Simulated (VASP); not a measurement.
Ti2Co:

```
CELL_PARAMETERS angstrom
0.00000 3.36500 3.36500
3.36500 0.00000 3.36500
3.36500 3.36500 0.00000
ATOMIC_POSITIONS crystal
Ti 0.12500 0.12500 0.12500
Ti 0.62500 0.12500 0.12500
Ti 0.12500 0.12500 0.62500
Ti 0.12500 0.62500 0.12500
Co 0.50000 0.50000 0.50000
Co 0.75000 0.75000 0.75000
```

Base run:

| Item | Value |
| --- | --- |
| Program | VASP 6.6.1 |
| Functional | PBEsol |
| Potentials or basis | VASP PAW PBE potentials, release 64 (Ti_sv, Co) |
| Cutoff | 520 eV |
| k mesh | 5 × 5 × 5 |
| Occupations | gaussian, width 0.1 eV |
| Spin | collinear spin, ferromagnetic start |
| Starting moments | [0.0, 0.0, 0.0, 0.0, 0.59, 0.59] μB |

Its results: pressure 15.6 GPa; net moment 1.38 μB per cell; site moments Ti +0.07; Co +0.57 μB.

After a change of settings the same cell gave: pressure 15.1 GPa; net moment 0.64 μB per cell; site moments Ti +0.03; Co +0.28 μB. Which change was it?
A. occupations from gaussian, width 0.1 eV to gaussian, width 0.2 eV
B. k mesh from 5 × 5 × 5 to 4 × 4 × 4
C. k mesh from 5 × 5 × 5 to 1 × 1 × 1; further incar settings from ALGO = Normal; EDIFF = 1e-06; NBANDS = 46 to ALGO = Normal; EDIFF = 1e-07; NBANDS = 46
D. k mesh from 5 × 5 × 5 to 6 × 6 × 6; further incar settings from ALGO = Normal; EDIFF = 1e-06; NBANDS = 46 to ALGO = Fast; EDIFF = 1e-07; NBANDS = 46

B.

Caveats: some runs use coarse meshes; the PAW data sets were made with another functional, which shifts forces and pressure a little.
